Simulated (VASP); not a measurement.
Here is a VASP 6.6.1 calculation.

INCAR

```
PREC = Accurate
ENCUT = 500
EDIFF = 1E-6
ISMEAR = 0
SIGMA = 0.1
LREAL = F
LASPH = T
NELM = 120
ALGO = Normal
ISIF = 2
LWAVE = F
LCHARG = T
GGA = PE
LELF = T
LVHAR = T
ISYM = 0
NBANDS = 10
GGA_COMPAT = F
```

File KPOINTS:

```
Automatic mesh
0
Gamma
  9 9 16
```

POSCAR

```
Al
1.0
    3.8926812053      0.0000000000      0.0137613515
    0.0000000000      3.8927055297      0.0000000000
   -1.9388675173      0.0000000000      2.1205852267
Al
2
Direct
    0.0000000000      0.0000000000      0.0000000000
    0.5000000000      0.5000000000      0.0000000000
```

Potentials or basis: VASP PAW PBE potentials, release 64 (Al).

The run is started by

```sh
$ cat potpaw_PBE.64/Al/POTCAR > POTCAR
$ mpirun -np 1 vasp_std > vasp.out
```

Problem. Estimate the band gap on the k mesh.

Solution. Zero (bands 3 and 4 overlap by 10.40 eV).

Problem. Predict the pressure.

Solution. 2.5 GPa.

Stress tensor (GPa, compression positive):
```
 3.53  0.00  0.02
 0.00  3.96  0.00
 0.02  0.00 -0.02
```
